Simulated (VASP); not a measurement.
# Fe (Im-3m) in VASP: single point with PBE

Aim: the single point of Fe with PBE.

Program: VASP 6.6.1. These are calculated values, not measurements. Logs are shortened: lines on timing, memory, paths and dates and some standing lists are left out, and cuts for length are marked.

### Step 1. The cell of the first run

It takes space group Im-3m (No. 229, cubic). The conventional cell has a = 2.763 Å, b = 2.763 Å, c = 2.763 Å, α = 90.00°, β = 90.00°, γ = 90.00°. Within 3.2 Å of Fe (site symmetry m-3m) lie 14 Fe at 2.39 to 2.76 Å.

### Step 2. Single point, PBE

INCAR

```
SYSTEM = Fe
  PREC = Accurate
  ENCUT = 520
  EDIFF = 1E-7
  ISMEAR = -1
  SIGMA = 0.13605693000000002
  LREAL = .False.
  LASPH = .True.
  NELM = 100
  ALGO = Normal
  ISIF = 2
  LWAVE = .False.
  LCHARG = .False.
  GGA = PE
  NBANDS = 10
```

KPOINTS

```
Automatic mesh
0
Gamma
  17 17 17
  0 0 0
```

POSCAR

```
Fe
1.0
   -1.3814299398      1.3814299398      1.3814299398
    1.3814299398     -1.3814299398      1.3814299398
    1.3814299398      1.3814299398     -1.3814299398
Fe
1
Direct
    0.0000000000      0.0000000000      0.0000000000
```

Potentials or basis: VASP PAW PBE potentials, release 64 (Fe).

Started as:

```sh
> cat potpaw_PBE.64/Fe/POTCAR > POTCAR
> mpirun -np 1 vasp_std > vasp.out
```

OUTCAR:

```text
SYSTEM = Fe
   PREC = Accurate
   ENCUT = 520
   EDIFF = 1E-7
   ISMEAR = -1
   LREAL = .False.
   LASPH = .True.
   NELM = 100
   ISIF = 2
   GGA = PE

 ion  position               nearest neighbor table
   1  0.000  0.000  0.000-

  LATTYP: Found a body centered cubic cell.
 ALAT       =     2.7628598796

  Lattice vectors:

 A1 = (  -1.3814299398,   1.3814299398,   1.3814299398)
 A2 = (   1.3814299398,  -1.3814299398,   1.3814299398)
 A3 = (   1.3814299398,   1.3814299398,  -1.3814299398)

Analysis of symmetry for initial positions (statically):
=====================================================================
 Subroutine PRICEL returns:
 Original cell was already a primitive cell.

 Routine SETGRP: Setting up the symmetry group for a
 body centered cubic supercell.

 Subroutine GETGRP returns: Found 48 space group operations
 (whereof 48 operations were pure point group operations)
 out of a pool of 48 trial point group operations.

The static configuration has the point symmetry O_h .

Analysis of symmetry for dynamics (positions and initial velocities):
=====================================================================
 Subroutine PRICEL returns:
 Original cell was already a primitive cell.

 Routine SETGRP: Setting up the symmetry group for a
 body centered cubic supercell.

 Subroutine GETGRP returns: Found 48 space group operations
 (whereof 48 operations were pure point group operations)
 out of a pool of 48 trial point group operations.

The dynamic configuration has the point symmetry O_h .

 Subroutine INISYM returns: Found 48 space group operations
 (whereof 48 operations are pure point group operations),
 and found     1 'primitive' translations

----------------------------------------------------------------------------------------

                                     Primitive cell

  volume of cell :      10.5450

  direct lattice vectors                    reciprocal lattice vectors
    -1.381429940  1.381429940  1.381429940     0.000000000  0.361943799  0.361943799
     1.381429940 -1.381429940  1.381429940     0.361943799  0.000000000  0.361943799
     1.381429940  1.381429940 -1.381429940     0.361943799  0.361943799  0.000000000

  length of vectors
     2.392706843  2.392706843  2.392706843     0.511865829  0.511865829  0.511865829

  position of ions in fractional coordinates (direct lattice)
     0.000000000  0.000000000  0.000000000

  ion indices of the primitive-cell ions
   primitive index   ion index
                 1           1

----------------------------------------------------------------------------------------

 KPOINTS: Automatic mesh

Automatic generation of k-mesh.
 Grid dimensions read from file:
 generate k-points for:   17   17   17

 Generating k-lattice:

  Cartesian coordinates                     Fractional coordinates (reciprocal lattice)
     0.000000000  0.021290812  0.021290812     0.058823529  0.000000000  0.000000000
     0.021290812  0.000000000  0.021290812     0.000000000  0.058823529  0.000000000
     0.021290812  0.021290812  0.000000000     0.000000000  0.000000000  0.058823529

  Length of vectors
     0.030109755  0.030109755  0.030109755

  Shift w.r.t. Gamma in fractional coordinates (k-lattice)
     0.000000000  0.000000000  0.000000000

 Subroutine IBZKPT returns following result:
 ===========================================

 Found    165 irreducible k-points:

 Following reciprocal coordinates:
            Coordinates               Weight
  0.000000  0.000000  0.000000      1.000000
  0.058824  0.000000  0.000000     12.000000
  0.117647  0.000000  0.000000     12.000000
  0.176471  0.000000  0.000000     12.000000
  0.235294  0.000000  0.000000     12.000000
  0.294118  0.000000  0.000000     12.000000
[... 16 lines left out ...]
  0.411765  0.117647  0.000000     48.000000
  0.176471  0.176471  0.000000     24.000000
 [... further k-points ...]
   k-points           NKPTS =    165   k-points in BZ     NKDIM =    165   number of bands    NBANDS=     10
   number of dos      NEDOS =    301   number of ions     NIONS =      1
   total plane-waves  NPLWV =   5832
   dimension x,y,z NGX =    18 NGY =   18 NGZ =   18
   dimension x,y,z NGXF=    36 NGYF=   36 NGZF=   36
   ions per type =               1
   NGX,Y,Z   is equivalent  to a cutoff of  12.51, 12.51, 12.51 a.u.
   NGXF,Y,Z  is equivalent  to a cutoff of  25.01, 25.01, 25.01 a.u.
 SYSTEM =  Fe
   PREC   = accura    normal or accurate (medium, high low for compatibility)
   ISTART =      0    job   : 0-new  1-cont  2-samecut
   ICHARG =      2    charge: 1-file 2-atom 10-const
   ISPIN  =      1    spin polarized calculation?
   LNONCOLLINEAR =      F non collinear calculations
   LSORBIT =      F    spin-orbit coupling
   LASPH  =      T    aspherical Exc in radial PAW
   ENCUT  =  520.0 eV  38.22 Ry    6.18 a.u.   4.45  4.45  4.45*2*pi/ulx,y,z
   NELM   =    100;   NELMIN=  2; NELMDL= -5     # of ELM steps
   EDIFF  = 0.1E-06   stopping-criterion for ELM
   LREAL  =      F    real-space projection
   EDIFFG = 0.1E-05   stopping-criterion for IOM
   NSW    =      0    number of steps for IOM
   IBRION =     -1    ionic relax: 0-MD 1-quasi-New 2-CG
   NFREE  =      0    steps in history (QN), initial steepest desc. (CG)
   ISIF   =      2    stress and relaxation
   ISYM   =      2    0-nonsym 1-usesym 2-fastsym
   POTIM  = 0.5000    time-step for ionic-motion
   TEBEG  =    0.0;   TEEND  =   0.0 temperature during run
   PSTRESS=    0.0 pullay stress
   NELECT =       8.0000    total number of electrons
   NUPDOWN=      -1.0000    fix difference up-down
   EMIN   =  10.00;   EMAX   =-10.00  energy-range for DOS
   EFERMI =   0.00;   METHOD = LEGACY
   ISMEAR =    -1;   SIGMA  =   0.14  broadening in eV -4-tet -1-fermi 0-gaus
   EFERMI_NEDOS =   21; number of points for ismear=-14 and -15
   IALGO  =     38    algorithm
   IMIX   =      4    mixing-type and parameters
     AMIX     =   0.40;   BMIX     =  1.00
     AMIX_MAG =   1.60;   BMIX_MAG =  1.00
  volume/ion in A,a.u.               =      10.55        71.16
  Fermi-wavevector in a.u.,A,eV,Ry     =   1.493101  2.821552 30.332172  2.229352
  Thomas-Fermi vector in A             =   2.605545
   LORBIT       =      0    0 simple, 1 ext, 2 COOP (PROOUT), +10 PAW based schemes
   GGA     = PE    functional components
   LHFCALC =     F    Hartree Fock is set to
   AEXX    =    0.0000 exact exchange contribution
   IVDW    =     0    specifies the selected vdW correction
   LEPSILON=     F    determine dielectric tensor
   LRPA    =     F    only Hartree local field effects (RPA)
 non-spin polarized calculation
  energy-cutoff  :      520.00
  volume of cell :       10.55
 maximum number of plane-waves:       321
 NGX is ok and might be reduce to    18
   NGX =  9   NGY =  9   NGZ =  9

 number of electron       7.9999996 magnetization

 Free energy of the ion-electron system (eV)
  ---------------------------------------------------
  ext. energy  EPLUGINS =         0.00000000
  ---------------------------------------------------
  free energy    TOTEN  =        -7.86230454 eV

  energy without entropy =       -7.67430910  energy(sigma->0) =       -7.76830682

 E-fermi :   6.6778     XC(G=0): -13.5868

 val. band max:        6.6763782426   @ k =  -0.2941   0.2941   0.1176
 cond. band min:       6.6831754243   @ k =   0.1765   0.0000   0.0000
 fundamental gap:      0.0067971817
 Fermi energy:         6.6778459217

 k-point     1 :       0.0000    0.0000    0.0000
  band No.  band energies     occupation
      1      -2.1855      2.00000
      2       4.9108      2.00000
      3       4.9108      2.00000
      4       4.9108      2.00000
      5       6.6431      1.12688
      6       6.6431      1.12687
      7      32.2797      0.00000
      8      32.2797      0.00000
      9      32.2797      0.00000
     10      38.0317      0.00000

 k-point     2 :       0.0588    0.0000    0.0000
  band No.  band energies     occupation
      1      -2.0329      2.00000
      2       4.8635      2.00000
      3       4.9053      2.00000
      4       4.9994      1.99999
      5       6.5932      1.30143
      6       6.6469      1.11313
      7      31.4209      0.00000
      8      32.1007      0.00000
      9      32.2268      0.00000
     10      37.5541      0.00000

 k-point     3 :       0.1176    0.0000    0.0000
  band No.  band energies     occupation
      1      -1.5859      2.00000
      2       4.7294      2.00000
      3       4.8749      2.00000
      4       5.2579      1.99994
      5       6.4774      1.62713
      6       6.6594      1.06756
      7      29.4254      0.00000
      8      31.4425      0.00000
      9      32.0925      0.00000
     10      37.1567      0.00000

 k-point     4 :       0.1765    0.0000    0.0000
  band No.  band energies     occupation
      1      -0.8814      2.00000
      2       4.5306      2.00000
      3       4.7955      2.00000
      4       5.6647      1.99883
      5       6.3787      1.80029
      6       6.6832      0.98042
      7      26.9169      0.00000
      8      30.3098      0.00000
      9      31.9261      0.00000
     10      34.9563      0.00000
[... 222 lines left out ...]
 k-point    22 :       0.3529    0.1176   -0.0000
  band No.  band energies     occupation
      1       2.0829      2.00000
      2       3.7454      2.00000
      3       5.2120      1.99996
      4       6.5395      1.46856
      5       7.0696      0.10640
      6       8.7799      0.00000
      7      16.9353      0.00000
      8      23.8099      0.00000
      9      27.7122      0.00000
     10      32.9465      0.00000

 k-point    23 :       0.4118    0.1176    0.0000
  band No.  band energies     occupation
      1       2.1198      2.00000
      2       3.6773      2.00000
      3       5.5866      1.99934
      4       6.5804      1.34370
      5       7.2090      0.03952
      6       9.4655      0.00000
      7      15.4508      0.00000
      8      23.4876      0.00000
      9      27.2798      0.00000
     10      32.9215      0.00000

 k-point    24 :       0.1765    0.1765    0.0000
  band No.  band energies     occupation
      1       1.2202      2.00000
      2       4.1287      2.00000
      3       4.2614      2.00000
      4       6.2459      1.91976
      5       6.8688      0.39442
      6       7.2882      0.02228
      7      22.9323      0.00000
      8      24.0323      0.00000
      9      29.7776      0.00000
     10      33.3626      0.00000

 [... further k-points ...]

------------------------ aborting loop because EDIFF is reached ----------------------------------------

  FORCE on cell =-STRESS in cart. coord.  units (eV):
  Direction    XX          YY          ZZ          XY          YZ          ZX
  --------------------------------------------------------------------------------------
  -------------------------------------------------------------------------------------
  Total        0.0061241      0.0061241      0.0061241      0.0000000      0.0000000     -0.0000000
  in kB        0.9304768      0.9304768      0.9304768      0.0000000      0.0000000     -0.0000000
  external PRESSURE =       0.9304768 kB  Pullay stress =       0.0000000 kB

 VOLUME and BASIS-vectors are now :
 -----------------------------------------------------------------------------
  energy-cutoff  :      520.00
  volume of cell :       10.55
      direct lattice vectors                 reciprocal lattice vectors
    -1.381429940  1.381429940  1.381429940     0.000000000  0.361943799  0.361943799
     1.381429940 -1.381429940  1.381429940     0.361943799  0.000000000  0.361943799
     1.381429940  1.381429940 -1.381429940     0.361943799  0.361943799  0.000000000

 POSITION                                       TOTAL-FORCE (eV/Angst)
 -----------------------------------------------------------------------------------
      0.00000      0.00000      0.00000        -0.000000      0.000000      0.000000
 -----------------------------------------------------------------------------------
    total drift:                                0.000000     -0.000000      0.000000

  FREE ENERGIE OF THE ION-ELECTRON SYSTEM (eV)
  ---------------------------------------------------
  free  energy   TOTEN  =        -7.8623045387 eV

  energy  without entropy=       -7.6743090961  energy(sigma->0) =       -7.76830682
```

It took 6.3 s on 1 thread of Intel Xeon 6975P-C (Granite Rapids), shared host; peak memory 0.13 GiB.

Results:

| Quantity | Value |
| --- | --- |
| Free energy | -7.8623 eV |
| Pressure | 0.1 GPa |
| Band gap on the k mesh | zero (band 4 reaches 7.65 eV, above the bottom of band 5 at 5.66 eV) |

Caveat: the run has no spin polarisation, though such a crystal can be magnetic.
